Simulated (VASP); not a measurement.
# PbS (Galena) (Fm-3m) in VASP: single point with RPBE

Aim: the single point of PbS (Galena) with RPBE.

All numbers are computed with VASP 6.6.1; they aren't measurements. Logs are shortened: lines on timing, memory, paths and dates and some standing lists are left out, and cuts for length are marked.

## Step 1: The cell of the first run

Symmetry: Fm-3m, No. 225, cubic system. The conventional cell has a = 5.931 Å, b = 5.931 Å, c = 5.931 Å, α = 90.00°, β = 90.00°, γ = 90.00°. Pb (site symmetry m-3m) has 6 S at 2.97 Å within 3.9 Å. S (site symmetry m-3m) has 6 Pb at 2.97 Å within 3.9 Å.

## Step 2: Single point, RPBE

INCAR reads:

```
SYSTEM = PbS
  PREC = Accurate
  ENCUT = 500
  EDIFF = 1E-6
  ISMEAR = 0
  SIGMA = 0.01
  LREAL = .False.
  LASPH = .True.
  NELM = 120
  ALGO = Normal
  ISIF = 2
  LWAVE = .False.
  LCHARG = .False.
  GGA = RP
  NBANDS = 17
  GGA_COMPAT = .False.
```

KPOINTS reads:

```
Automatic mesh
0
Gamma
  4 4 4
  0 0 0
```

POSCAR reads:

```
PbS
1.0
    0.0000000000      2.9657500000      2.9657500000
    2.9657500000      0.0000000000      2.9657500000
    2.9657500000      2.9657500000      0.0000000000
Pb S
1 1
Direct
    0.0000000000      0.0000000000      0.0000000000
    0.5000000000      0.5000000000      0.5000000000
```

Potentials or basis: VASP PAW PBE potentials, release 64 (Pb_d, S).

Started as:

```sh
cat potpaw_PBE.64/Pb_d/POTCAR potpaw_PBE.64/S/POTCAR > POTCAR
mpirun -np 1 vasp_std > vasp.out
```

OUTCAR:

```text
SYSTEM = PbS
   PREC = Accurate
   ENCUT = 500
   EDIFF = 1E-6
   ISMEAR = 0
   LREAL = .False.
   LASPH = .True.
   NELM = 120
   ISIF = 2
   GGA = RP

 ion  position               nearest neighbor table
   1  0.000  0.000  0.000-   2 2.97   2 2.97   2 2.97   2 2.97   2 2.97   2 2.97
   2  0.500  0.500  0.500-   1 2.97   1 2.97   1 2.97   1 2.97   1 2.97   1 2.97

  LATTYP: Found a face centered cubic cell.
 ALAT       =     5.9315000000

  Lattice vectors:

 A1 = (   0.0000000000,   2.9657500000,   2.9657500000)
 A2 = (   2.9657500000,   0.0000000000,   2.9657500000)
 A3 = (   2.9657500000,   2.9657500000,   0.0000000000)

Analysis of symmetry for initial positions (statically):
=====================================================================
 Subroutine PRICEL returns:
 Original cell was already a primitive cell.

 Routine SETGRP: Setting up the symmetry group for a
 face centered cubic supercell.

 Subroutine GETGRP returns: Found 48 space group operations
 (whereof 48 operations were pure point group operations)
 out of a pool of 48 trial point group operations.

The static configuration has the point symmetry O_h .

Analysis of symmetry for dynamics (positions and initial velocities):
=====================================================================
 Subroutine PRICEL returns:
 Original cell was already a primitive cell.

 Routine SETGRP: Setting up the symmetry group for a
 face centered cubic supercell.

 Subroutine GETGRP returns: Found 48 space group operations
 (whereof 48 operations were pure point group operations)
 out of a pool of 48 trial point group operations.

The dynamic configuration has the point symmetry O_h .

 Subroutine INISYM returns: Found 48 space group operations
 (whereof 48 operations are pure point group operations),
 and found     1 'primitive' translations

----------------------------------------------------------------------------------------

                                     Primitive cell

  volume of cell :      52.1715

  direct lattice vectors                    reciprocal lattice vectors
     0.000000000  2.965750000  2.965750000    -0.168591419  0.168591419  0.168591419
     2.965750000  0.000000000  2.965750000     0.168591419 -0.168591419  0.168591419
     2.965750000  2.965750000  0.000000000     0.168591419  0.168591419 -0.168591419

  length of vectors
     4.194203873  4.194203873  4.194203873     0.292008903  0.292008903  0.292008903

  position of ions in fractional coordinates (direct lattice)
     0.000000000  0.000000000  0.000000000
     0.500000000  0.500000000  0.500000000

  ion indices of the primitive-cell ions
   primitive index   ion index
                 1           1
                 2           2

----------------------------------------------------------------------------------------

 KPOINTS: Automatic mesh

Automatic generation of k-mesh.
 Grid dimensions read from file:
 generate k-points for:    4    4    4

 Generating k-lattice:

  Cartesian coordinates                     Fractional coordinates (reciprocal lattice)
    -0.042147855  0.042147855  0.042147855     0.250000000  0.000000000  0.000000000
     0.042147855 -0.042147855  0.042147855     0.000000000  0.250000000  0.000000000
     0.042147855  0.042147855 -0.042147855     0.000000000  0.000000000  0.250000000

  Length of vectors
     0.073002226  0.073002226  0.073002226

  Shift w.r.t. Gamma in fractional coordinates (k-lattice)
     0.000000000  0.000000000  0.000000000

 Subroutine IBZKPT returns following result:
 ===========================================

 Found      8 irreducible k-points:

 Following reciprocal coordinates:
            Coordinates               Weight
  0.000000  0.000000  0.000000      1.000000
  0.250000  0.000000  0.000000      8.000000
  0.500000  0.000000  0.000000      4.000000
  0.250000  0.250000  0.000000      6.000000
  0.500000  0.250000  0.000000     24.000000
 -0.250000  0.250000  0.000000     12.000000
  0.500000  0.500000  0.000000      3.000000
 -0.250000  0.500000  0.250000      6.000000
   k-points           NKPTS =      8   k-points in BZ     NKDIM =      8   number of bands    NBANDS=     17
   number of dos      NEDOS =    301   number of ions     NIONS =      2
   total plane-waves  NPLWV =  32768
   dimension x,y,z NGX =    32 NGY =   32 NGZ =   32
   dimension x,y,z NGXF=    64 NGYF=   64 NGZF=   64
   ions per type =               1   1
   NGX,Y,Z   is equivalent  to a cutoff of  12.68, 12.68, 12.68 a.u.
   NGXF,Y,Z  is equivalent  to a cutoff of  25.37, 25.37, 25.37 a.u.
 SYSTEM =  PbS
   PREC   = accura    normal or accurate (medium, high low for compatibility)
   ISTART =      0    job   : 0-new  1-cont  2-samecut
   ICHARG =      2    charge: 1-file 2-atom 10-const
   ISPIN  =      1    spin polarized calculation?
   LNONCOLLINEAR =      F non collinear calculations
   LSORBIT =      F    spin-orbit coupling
   LASPH  =      T    aspherical Exc in radial PAW
   ENCUT  =  500.0 eV  36.75 Ry    6.06 a.u.   7.65  7.65  7.65*2*pi/ulx,y,z
   NELM   =    120;   NELMIN=  2; NELMDL= -5     # of ELM steps
   EDIFF  = 0.1E-05   stopping-criterion for ELM
   LREAL  =      F    real-space projection
   EDIFFG = 0.1E-04   stopping-criterion for IOM
   NSW    =      0    number of steps for IOM
   IBRION =     -1    ionic relax: 0-MD 1-quasi-New 2-CG
   NFREE  =      0    steps in history (QN), initial steepest desc. (CG)
   ISIF   =      2    stress and relaxation
   ISYM   =      2    0-nonsym 1-usesym 2-fastsym
   POTIM  = 0.5000    time-step for ionic-motion
   TEBEG  =    0.0;   TEEND  =   0.0 temperature during run
   PSTRESS=    0.0 pullay stress
   NELECT =      20.0000    total number of electrons
   NUPDOWN=      -1.0000    fix difference up-down
   EMIN   =  10.00;   EMAX   =-10.00  energy-range for DOS
   EFERMI =   0.00;   METHOD = LEGACY
   ISMEAR =     0;   SIGMA  =   0.01  broadening in eV -4-tet -1-fermi 0-gaus
   EFERMI_NEDOS =   21; number of points for ismear=-14 and -15
   IALGO  =     38    algorithm
   IMIX   =      4    mixing-type and parameters
     AMIX     =   0.40;   BMIX     =  1.00
     AMIX_MAG =   1.60;   BMIX_MAG =  1.00
  volume/ion in A,a.u.               =      26.09       176.04
  Fermi-wavevector in a.u.,A,eV,Ry     =   1.189251  2.247359 19.242973  1.414319
  Thomas-Fermi vector in A             =   2.325363
   LORBIT       =      0    0 simple, 1 ext, 2 COOP (PROOUT), +10 PAW based schemes
   GGA     = RP    functional components
   LHFCALC =     F    Hartree Fock is set to
   AEXX    =    0.0000 exact exchange contribution
   IVDW    =     0    specifies the selected vdW correction
   LEPSILON=     F    determine dielectric tensor
   LRPA    =     F    only Hartree local field effects (RPA)
 non-spin polarized calculation
 Gauss-broadening in eV      SIGMA  =   0.01
  energy-cutoff  :      500.00
  volume of cell :       52.17
 maximum number of plane-waves:      1363
 NGX is ok and might be reduce to    32
   NGX = 15   NGY = 15   NGZ = 15

 number of electron      19.9999998 magnetization

 Free energy of the ion-electron system (eV)
  ---------------------------------------------------
  ext. energy  EPLUGINS =         0.00000000
  ---------------------------------------------------
  free energy    TOTEN  =        -8.04573901 eV

  energy without entropy =       -8.04573901  energy(sigma->0) =       -8.04573901

 E-fermi :   6.0370     XC(G=0):  -9.5191

 val. band max:        5.9454017789   @ k =   0.5000   0.0000   0.0000
 cond. band min:       6.4047188623   @ k =   0.5000   0.0000   0.0000
 fundamental gap:      0.4593170835
 Fermi energy:         6.0370498927

 k-point     1 :       0.0000    0.0000    0.0000
  band No.  band energies     occupation
      1     -10.9517      2.00000
      2     -10.9517      2.00000
      3     -10.9517      2.00000
      4     -10.9309      2.00000
      5     -10.9309      2.00000
      6      -7.6465      2.00000
[... 9 lines left out ...]
     16      12.7151      0.00000
     17      14.7705      0.00000

 k-point     2 :       0.2500    0.0000    0.0000
  band No.  band energies     occupation
      1     -10.9521      2.00000
      2     -10.9521      2.00000
      3     -10.9495      2.00000
      4     -10.9232      2.00000
      5     -10.9232      2.00000
      6      -7.1475      2.00000
[... 9 lines left out ...]
     16      13.9274      0.00000
     17      17.9730      0.00000

 k-point     3 :       0.5000    0.0000    0.0000
  band No.  band energies     occupation
      1     -10.9656      2.00000
      2     -10.9656      2.00000
      3     -10.9483      2.00000
      4     -10.9024      2.00000
      5     -10.9024      2.00000
      6      -6.4180      2.00000
[... 9 lines left out ...]
     16      16.0584      0.00000
     17      16.5424      0.00000

 k-point     4 :       0.2500    0.2500    0.0000
  band No.  band energies     occupation
      1     -10.9882      2.00000
      2     -10.9640      2.00000
      3     -10.9226      2.00000
      4     -10.9226      2.00000
      5     -10.9182      2.00000
      6      -6.9598      2.00000
[... 9 lines left out ...]
     16      15.9645      0.00000
     17      15.9668      0.00000

 k-point     5 :       0.5000    0.2500    0.0000
  band No.  band energies     occupation
      1     -11.0188      2.00000
      2     -10.9527      2.00000
      3     -10.9341      2.00000
      4     -10.9137      2.00000
      5     -10.8989      2.00000
      6      -6.2223      2.00000
[... 9 lines left out ...]
     16      16.6878      0.00000
     17      17.3942      0.00000

 k-point     6 :      -0.2500    0.2500    0.0000
  band No.  band energies     occupation
      1     -10.9796      2.00000
      2     -10.9472      2.00000
      3     -10.9376      2.00000
      4     -10.9204      2.00000
      5     -10.9199      2.00000
      6      -6.4826      2.00000
[... 9 lines left out ...]
     16      15.8542      0.00000
     17      16.6972      0.00000

 k-point     7 :       0.5000    0.5000    0.0000
  band No.  band energies     occupation
      1     -11.0825      2.00000
      2     -10.9763      2.00000
      3     -10.9055      2.00000
      4     -10.8920      2.00000
      5     -10.8920      2.00000
      6      -5.9912      2.00000
[... 9 lines left out ...]
     16      18.1680      0.00000
     17      18.1692      0.00000

 k-point     8 :      -0.2500    0.5000    0.2500
  band No.  band energies     occupation
      1     -11.0390      2.00000
      2     -10.9354      2.00000
      3     -10.9354      2.00000
      4     -10.9295      2.00000
      5     -10.8920      2.00000
      6      -5.9526      2.00000
[... 9 lines left out ...]
     16      17.9534      0.00000
     17      18.1566      0.00000

------------------------ aborting loop because EDIFF is reached ----------------------------------------

  FORCE on cell =-STRESS in cart. coord.  units (eV):
  Direction    XX          YY          ZZ          XY          YZ          ZX
  --------------------------------------------------------------------------------------
  -------------------------------------------------------------------------------------
  Total        1.3730233      1.3730233      1.3730233     -0.0000000     -0.0000000      0.0000000
  in kB       42.1652676     42.1652676     42.1652676     -0.0000000     -0.0000000      0.0000000
  external PRESSURE =      42.1652676 kB  Pullay stress =       0.0000000 kB

 VOLUME and BASIS-vectors are now :
 -----------------------------------------------------------------------------
  energy-cutoff  :      500.00
  volume of cell :       52.17
      direct lattice vectors                 reciprocal lattice vectors
     0.000000000  2.965750000  2.965750000    -0.168591419  0.168591419  0.168591419
     2.965750000  0.000000000  2.965750000     0.168591419 -0.168591419  0.168591419
     2.965750000  2.965750000  0.000000000     0.168591419  0.168591419 -0.168591419

 POSITION                                       TOTAL-FORCE (eV/Angst)
 -----------------------------------------------------------------------------------
      0.00000      0.00000      0.00000        -0.000000      0.000000      0.000000
      2.96575      2.96575      2.96575         0.000000     -0.000000     -0.000000
 -----------------------------------------------------------------------------------
    total drift:                                0.000000     -0.000000     -0.000000

  FREE ENERGIE OF THE ION-ELECTRON SYSTEM (eV)
  ---------------------------------------------------
  free  energy   TOTEN  =        -8.0457390106 eV

  energy  without entropy=       -8.0457390106  energy(sigma->0) =       -8.04573901
```

Run time: 7.7 s. Hardware: 1 thread of AMD EPYC 7R13 (Zen 3), shared host; peak memory 0.14 GiB.

Results:

```yaml
Free_energy: -8.0457 eV
Pressure: 4.2 GPa
Band_gap_on_the_k_mesh: 0.46 eV, direct
```

Caveat: the k points lie up to 0.46 Å⁻¹ apart; the PAW data sets were made with another functional, which shifts forces and pressure a little; spin-orbit coupling is left out, which moves the levels of the heavy elements. A k mesh can miss the band edges.
